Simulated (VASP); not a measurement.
Wanted: the native input for a VASP 6.6.1 run.

```
Task                   : single point
Functional             : PBEsol
Potentials or basis    : VASP PAW PBE potentials, release 64 (Ge_d)
Cutoff                 : 520 eV
k mesh                 : 6 × 6 × 4
Occupations            : gaussian, width 0.1 eV
Spin                   : no spin polarisation
Dipole correction      : no
Further INCAR settings : ALGO = Normal; EDIFF = 1e-06; NBANDS = 36
```

The structure of Ge lies in POSCAR:

```
Ge
1.0
    3.9969679315      0.0000000000      0.0000000000
   -1.9984839658      3.4614757667      0.0000000000
    0.0000000000      0.0000000000      6.5963649799
Ge
4
Direct
    0.6666666667      0.3333333333      0.0629118514
    0.3333333333      0.6666666667      0.5629118514
    0.6666666667      0.3333333333      0.4370881486
    0.3333333333      0.6666666667      0.9370881486
```

This isn't the form of Ge at room conditions, which is diamond.

One way to write it, as run:

INCAR

```
ALGO = Normal ; EDIFF = 1E-6
ENCUT = 520 ; GGA = PS
ISIF = 2 ; ISMEAR = 0
LASPH = True ; LCHARG = True
LELF = True ; LREAL = False
LVHAR = True ; LWAVE = False
NBANDS = 36 ; NELM = 80
PREC = Accurate ; SIGMA = 0.1
```

KPOINTS

```
k-points
0
Gamma
  6 6 4
```

Potentials or basis: VASP PAW PBE potentials, release 64 (Ge_d).

The run is started by

```bash
$ cat potpaw_PBE.64/Ge_d/POTCAR > POTCAR
$ mpirun -np 1 vasp_std > vasp.out
```

It gave:

- Pressure: 0.0 GPa
- Band gap on the k mesh: 0.09 eV (least direct gap 0.15 eV)

Caveat: the PAW data sets were made with another functional, which shifts forces and pressure a little.

Wall time 76 s on 1 thread of AMD EPYC 7R43 64-Core Processor (Zen 3) (shared host), peak memory 0.17 GiB.
